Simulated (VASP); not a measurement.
Bi:

```
Bi
1.0
     3.41738   -3.06863    0.00000
     3.41738    3.06863    0.00000
    -1.23451    0.00000    3.04999
Bi
2
Direct
  0.75306 0.75306 0.85738
  0.24694 0.24694 0.14262
```

This cell differs from its parent crystal: volume scaled by 0.94.

Base run:

| Item | Value |
| --- | --- |
| Program | VASP 6.6.1 |
| Functional | PBEsol |
| Potentials or basis | VASP PAW PBE potentials, release 64 (Bi_d) |
| Cutoff | 520 eV |
| k mesh | 6 × 6 × 9 |
| Occupations | fermi-dirac, width 0.05 eV |
| Spin | no spin polarisation |

Its results: band gap on the k mesh zero (band 15 reaches 10.67 eV, above the bottom of band 16 at 5.50 eV); pressure 0.6 GPa.

Q: The run is repeated on the same cell with these changes: functional from PBEsol to LDA; potentials or basis from VASP PAW PBE potentials, release 64 (Bi_d) to VASP PAW LDA potentials, release 64 (Bi_d). What comes out?

A: Band gap on the k mesh zero (band 15 reaches 10.57 eV, above the bottom of band 16 at 5.43 eV); pressure -0.6 GPa.

Caveats: spin-orbit coupling is left out, which moves the levels of the heavy elements; the PAW data sets were made with another functional, which shifts forces and pressure a little (some runs).
